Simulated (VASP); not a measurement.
# Bi2Te3 (R-3m) in VASP: notebook

Aim: see how the results for Bi2Te3 move with the level of theory and the settings. Levels: PBE, LDA, PBEsol, PBE+D4, revPBE+D3(BJ). Tasks: relaxation of cell and atoms, single point.

Everything below comes from runs of VASP 6.6.1. Logs are shortened: lines on timing, memory, paths and dates and some standing lists are left out, and cuts for length are marked.

**Experimental background.**

“Vacancy and Antisite-Induced Ferromagnetism in Liquid-Phase Exfoliated Bi2Te3”, 2024, arxiv:2412.10539 quotes, for a bulk crystal of Bi2Te3: band gap 0.17 eV.

How close the calculation comes is told below.

## (1) The cell of the first run

The structure is trigonal, space group R-3m (No. 166). Conventional cell: a = 4.386 Å, b = 4.386 Å, c = 30.497 Å, α = 90.00°, β = 90.00°, γ = 120.00°. Within 4.0 Å of Bi (site symmetry 3m) lie 6 Te at 3.07 to 3.25 Å. Within 4.0 Å of Te (site symmetry 3m) lie 3 Bi at 3.07 Å and 3 Te at 3.64 Å. Te (site symmetry -3m) has 6 Bi at 3.25 Å and 12 Te at 4.39 to 4.55 Å within 4.6 Å.

## (2) Relaxation of cell and atoms, PBE, target pressure 2 GPa, at which the enthalpy is minimised

Input file INCAR:

```
SYSTEM = Bi2Te3
PREC     = Accurate       ! precision mode
ENCUT    = 600            ! plane-wave cutoff, eV
EDIFF    = 1E-7           ! SCF threshold, eV
ISMEAR   = -1             ! smearing method
SIGMA    = 0.05           ! smearing width, eV
LREAL    = .FALSE.        ! projectors in reciprocal space
LASPH    = .TRUE.         ! aspherical terms in the spheres
NELM     = 80             ! most SCF steps
ALGO     = Normal         ! electronic algorithm
ISIF     = 3              ! what is computed and relaxed
LWAVE    = .FALSE.        ! write WAVECAR
LCHARG   = .FALSE.        ! write CHGCAR
GGA      = PE             ! functional
IBRION   = 2              ! ionic algorithm
NSW      = 60             ! ionic steps
EDIFFG   = -0.01          ! ionic threshold
PSTRESS  = 20.0
```

Input file KPOINTS:

```
Automatic mesh
0
G
  7 7 7
  0 0 0
```

Input file POSCAR:

```
Bi2Te3
1.0
    2.1930000000      1.2661291403     10.1656666667
   -2.1930000000      1.2661291403     10.1656666667
    0.0000000000     -2.5322582807     10.1656666667
Bi Te
2 3
Direct
    0.6000000000      0.6000000000      0.6000000000
    0.4000000000      0.4000000000      0.4000000000
    0.7905000000      0.7905000000      0.7905000000
    0.2095000000      0.2095000000      0.2095000000
    0.0000000000      0.0000000000      0.0000000000
```

Potentials or basis: VASP PAW PBE potentials, release 64 (Bi_d, Te).

Command:

```bash
$ cat potpaw_PBE.64/Bi_d/POTCAR potpaw_PBE.64/Te/POTCAR > POTCAR
$ mpirun -np 1 vasp_std > vasp.out
```

OUTCAR:

```text
SYSTEM = Bi2Te3
   PREC = Accurate
   ENCUT = 600
   EDIFF = 1E-7
   ISMEAR = -1
   LREAL = .FALSE.
   LASPH = .TRUE.
   NELM = 80
   ISIF = 3
   GGA = PE
   IBRION = 2
   NSW = 60
   EDIFFG = -0.01
   PSTRESS = 20.0

 ion  position               nearest neighbor table
   1  0.600  0.600  0.600-   4 3.07   4 3.07   4 3.07   5 3.25   5 3.25   5 3.25
   2  0.400  0.400  0.400-   3 3.07   3 3.07   3 3.07   5 3.25   5 3.25   5 3.25
   3  0.791  0.791  0.791-   2 3.07   2 3.07   2 3.07   4 3.64   4 3.64   4 3.64
   4  0.209  0.209  0.209-   1 3.07   1 3.07   1 3.07   3 3.64   3 3.64   3 3.64
   5  0.000  0.000  0.000-   1 3.25   2 3.25   1 3.25   1 3.25   2 3.25   2 3.25

  LATTYP: Found a trigonal (rhomboedric) cell.
 ALAT       =    10.4763118882
 COS(alpha) =     0.9123624111

  Lattice vectors:

 A1 = (   2.1930000000,   1.2661291403,  10.1656666667)
 A2 = (  -2.1930000000,   1.2661291403,  10.1656666667)
 A3 = (   0.0000000000,  -2.5322582807,  10.1656666667)

Analysis of symmetry for initial positions (statically):
=====================================================================
 Subroutine PRICEL returns:
 Original cell was already a primitive cell.

 Routine SETGRP: Setting up the symmetry group for a
 trigonal (rhombohedral) supercell.

 Subroutine GETGRP returns: Found 12 space group operations
 (whereof 12 operations were pure point group operations)
 out of a pool of 12 trial point group operations.

The static configuration has the point symmetry D_3d.

Analysis of symmetry for dynamics (positions and initial velocities):
=====================================================================
 Subroutine PRICEL returns:
 Original cell was already a primitive cell.

 Routine SETGRP: Setting up the symmetry group for a
 trigonal (rhombohedral) supercell.

 Subroutine GETGRP returns: Found 12 space group operations
 (whereof 12 operations were pure point group operations)
 out of a pool of 12 trial point group operations.

The dynamic configuration has the point symmetry D_3d.

 Subroutine INISYM returns: Found 12 space group operations
 (whereof 12 operations are pure point group operations),
 and found     1 'primitive' translations

----------------------------------------------------------------------------------------

                                     Primitive cell

  volume of cell :     169.3572

  direct lattice vectors                    reciprocal lattice vectors
     2.193000000  1.266129140 10.165666667     0.227998176  0.131634808  0.032790111
    -2.193000000  1.266129140 10.165666667    -0.227998176  0.131634808  0.032790111
[... 100 lines left out ...]
   TEBEG  =    0.0;   TEEND  =   0.0 temperature during run
   PSTRESS=   20.0 pullay stress
   NELECT =      48.0000    total number of electrons
   NUPDOWN=      -1.0000    fix difference up-down
   EMIN   =  10.00;   EMAX   =-10.00  energy-range for DOS
   EFERMI =   0.00;   METHOD = LEGACY
   ISMEAR =    -1;   SIGMA  =   0.05  broadening in eV -4-tet -1-fermi 0-gaus
   EFERMI_NEDOS =   21; number of points for ismear=-14 and -15
   IALGO  =     38    algorithm
   IMIX   =      4    mixing-type and parameters
     AMIX     =   0.40;   BMIX     =  1.00
     AMIX_MAG =   1.60;   BMIX_MAG =  1.00
  volume/ion in A,a.u.               =      33.87       228.58
  Fermi-wavevector in a.u.,A,eV,Ry     =   1.075360  2.032136 15.733774  1.156400
  Thomas-Fermi vector in A             =   2.211215
   LORBIT       =      0    0 simple, 1 ext, 2 COOP (PROOUT), +10 PAW based schemes
   GGA     = PE    functional components
   LHFCALC =     F    Hartree Fock is set to
   AEXX    =    0.0000 exact exchange contribution
   IVDW    =     0    specifies the selected vdW correction
   LEPSILON=     F    determine dielectric tensor
   LRPA    =     F    only Hartree local field effects (RPA)
 conjugate gradient relaxation of ions
 non-spin polarized calculation
  energy-cutoff  :      600.00
  volume of cell :      169.36
 maximum number of plane-waves:      5672
   NGX = 41   NGY = 41   NGZ = 41

--------------------------------------- Ionic step        1  -------------------------------------------

 number of electron      48.0000002 magnetization

 Free energy of the ion-electron system (eV)
  ---------------------------------------------------
  ext. energy  EPLUGINS =         0.00000000
  ---------------------------------------------------
  free energy    TOTEN  =       -18.33587205 eV

  energy without entropy =      -18.33569404  energy(sigma->0) =      -18.33578304

------------------------ aborting loop because EDIFF is reached ----------------------------------------

  FORCE on cell =-STRESS in cart. coord.  units (eV):
  Direction    XX          YY          ZZ          XY          YZ          ZX
  --------------------------------------------------------------------------------------
  -------------------------------------------------------------------------------------
  Total        2.0808982      2.0808982      1.8781041      0.0000000     -0.0000000      0.0000000
  in kB       19.6860080     19.6860080     17.7675069      0.0000000     -0.0000000      0.0000000
  external PRESSURE =      -0.9534924 kB  Pullay stress =      20.0000000 kB
[... 233 lines left out ...]
--------------------------------------- Ionic step        7  -------------------------------------------

 number of electron      48.0000000 magnetization

 Free energy of the ion-electron system (eV)
  ---------------------------------------------------
  ext. energy  EPLUGINS =         0.00000000
  ---------------------------------------------------
  free energy    TOTEN  =       -18.33442966 eV

  energy without entropy =      -18.33422688  energy(sigma->0) =      -18.33432827

 E-fermi :   6.3603     XC(G=0):  -9.3323

 val. band max:        6.2270174900   @ k =   0.0000   0.0000   0.0000
 cond. band min:       6.4882016017   @ k =   0.0000   0.0000   0.0000
 fundamental gap:      0.2611841118
 Fermi energy:         6.3602682358

 k-point     1 :       0.0000    0.0000    0.0000
  band No.  band energies     occupation
      1     -16.9827      2.00000
      2     -16.9827      2.00000
      3     -16.9812      2.00000
      4     -16.9812      2.00000
      5     -16.9747      2.00000
      6     -16.9733      2.00000
[... 733 lines left out ...]
     27       8.0608      0.00000
     28       8.5431      0.00000

 [... further k-points ...]

------------------------ aborting loop because EDIFF is reached ----------------------------------------

  FORCE on cell =-STRESS in cart. coord.  units (eV):
  Direction    XX          YY          ZZ          XY          YZ          ZX
  --------------------------------------------------------------------------------------
  -------------------------------------------------------------------------------------
  Total        2.1085704      2.1085704      2.0980362      0.0000000     -0.0000000      0.0000000
  in kB       19.9663597     19.9663597     19.8666095      0.0000000     -0.0000000      0.0000000
  external PRESSURE =      -0.0668904 kB  Pullay stress =      20.0000000 kB
[... 24 lines left out ...]
  energy  without entropy=      -18.3342268821  energy(sigma->0) =      -18.33432827

  enthalpy is  TOTEN    =       -16.2223066415 eV   P V=        2.1121230224

 reached required accuracy - stopping structural energy minimisation
```

OSZICAR:

```text
N       E                     dE             d eps       ncg     rms          rms(c)
DAV:   1     0.460238954967E+03    0.46024E+03   -0.23675E+04  2464   0.184E+03
[... 61 lines left out ...]
   6 F= -.16222295E+02 E0= -.16222193E+02  d E =-.211887E-03
       N       E                     dE             d eps       ncg     rms          rms(c)
DAV:   1    -0.183344354184E+02    0.14006E-03   -0.16248E-03  2744   0.238E-01    0.206E-02
DAV:   2    -0.183344327518E+02    0.26666E-05   -0.63533E-05  3360   0.782E-02    0.112E-02
DAV:   3    -0.183344301661E+02    0.25856E-05   -0.57083E-06  3564   0.239E-02    0.587E-03
DAV:   4    -0.183344295955E+02    0.57065E-06   -0.13805E-06  3680   0.127E-02    0.183E-03
DAV:   5    -0.183344296639E+02   -0.68373E-07   -0.42768E-07  2232   0.570E-03
   7 F= -.16222307E+02 E0= -.16222205E+02  d E =-.121198E-04
```

Wall time 78 min (1 thread of AMD EPYC 9R45 (Zen 5), shared host); peak memory 1.2 GiB.

What came out:

```yaml
Free_energy: -18.3344 eV
Relaxed_volume: 33.84 Å³/atom
Relaxed_cell: a = 10.439 Å, b = 10.439 Å, c = 10.439 Å, α = 24.29°, β = 24.29°, γ = 24.29°
Space_group_after_relaxing_to_0.1_Å: R-3m (No. 166)
Energy_change_on_relaxing_the_run_minimises_the_enthalpy: +0.3 meV/atom
Ionic_steps: 7
Pressure_after_relaxing: 2.0 GPa
Largest_force_after_relaxing: 0.007 eV/Å
Band_gap_on_the_k_mesh: 0.26 eV
```

Forces in eV/Å, atoms in the order of the input:
```
Bi   0.000  0.000  0.001
Bi   0.000  0.000 -0.001
Te   0.000  0.000  0.007
Te   0.000  0.000 -0.007
Te   0.000  0.000  0.000
```

The path:
```tsv
step	energy change (eV)	largest force (eV/Å)	pressure (GPa)	volume (Å³)
1	0.0000	0.0289	1.90	169.36
2	0.0059	0.0074	2.10	168.86
3	0.0048	0.0059	2.06	168.95
4	0.0029	0.0063	2.03	169.09
5	0.0012	0.0106	1.99	169.22
6	0.0013	0.0103	2.00	169.21
7	0.0014	0.0070	1.99	169.20
```

Final structure:
```
CELL_PARAMETERS angstrom
2.19629 1.26803 10.12583
-2.19629 1.26803 10.12583
0.00000 -2.53605 10.12583
ATOMIC_POSITIONS crystal
Bi 0.59993 0.59993 0.59993
Bi 0.40007 0.40007 0.40007
Te 0.79046 0.79046 0.79046
Te 0.20954 0.20954 0.20954
Te 0.00000 0.00000 0.00000
```

Levels at points of the mesh, in eV from the valence-band top:
| k point | band 22 | band 23 | band 24 | band 25 | band 26 | band 27 |
| --- | --- | --- | --- | --- | --- | --- |
| (0.00, 0.00, 0.00) | -0.89 | -0.89 | 0.00 | 0.26 | 0.64 | 0.64 |

Caveat: the cell is relaxed towards a set pressure, so the run minimises the enthalpy, not the energy; spin-orbit coupling is left out, which moves the levels of the heavy elements; an odd mesh through Γ misses points on the zone boundary, where band edges can lie.

[end of part 1 of 3]
